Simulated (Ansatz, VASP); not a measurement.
Ga: VASP beside Ansatz

The input INCAR:

```
PREC = Accurate
ENCUT = 600
EDIFF = 1E-6
ISMEAR = -1
SIGMA = 0.05
LREAL = F
LASPH = T
NELM = 60
ALGO = Normal
ISIF = 3
LWAVE = F
LCHARG = F
GGA = PE
IBRION = 2
NSW = 60
EDIFFG = -0.005
```

Contents of KPOINTS:

```
Automatic mesh
0
Gamma
  17 17 15
```

File POSCAR:

```
Ga
1.0
    2.8954060997      0.0000000000      0.0000000000
   -1.4477030498      2.5074952366      0.0000000000
    0.0000000000      0.0000000000      2.7216817337
Ga
1
Direct
    0.0000000000      0.0000000000      0.0000000000
```

Input for Ansatz:

```yaml
crystal:
  lattice:
    - [2.8954060997, 0.0, 0.0]
    - [-1.4477030498, 2.5074952366, 0.0]
    - [0.0, 0.0, 2.7216817337]
  atoms:
    - { symbol: Ga, position: [0.0, 0.0, 0.0] }
kpoints:
  mp_grid: { grid: [17, 17, 15] }
scf:
  occupations: { method: fermi_dirac, width: 0.05 }
hamiltonian:
  xc: pbe
  pseudopotentials: { kind: paw }
output:
  forces: true
  stress: true
relax:
  f_tol: 0.005
  max_steps: 40
  cell: {}
  max_displacement: 0.3
```

Alike in both runs: task relaxation of cell and atoms; functional PBE; k mesh 17 × 17 × 15; occupations fermi-dirac, width 0.05 eV; no spin polarisation.

|  | VASP | Ansatz |
| --- | --- | --- |
| version | VASP 6.6.1 | Ansatz 0.2.0 |
| potentials or method | VASP PAW PBE potentials, release 64 (Ga_d) | PAW with Ansatz's default frozen-core files, scalar-relativistic |
| plane-wave cutoff (eV) | 600 | 420 |
| valence electrons in the cell | 13 | 13 |

```csv
,VASP,Ansatz,Ansatz less VASP
relaxed volume (Å³/atom),19.37,19.38,+0.012
relaxed cell length with the largest relative difference (Å),2.858,2.859,+0.0011
```
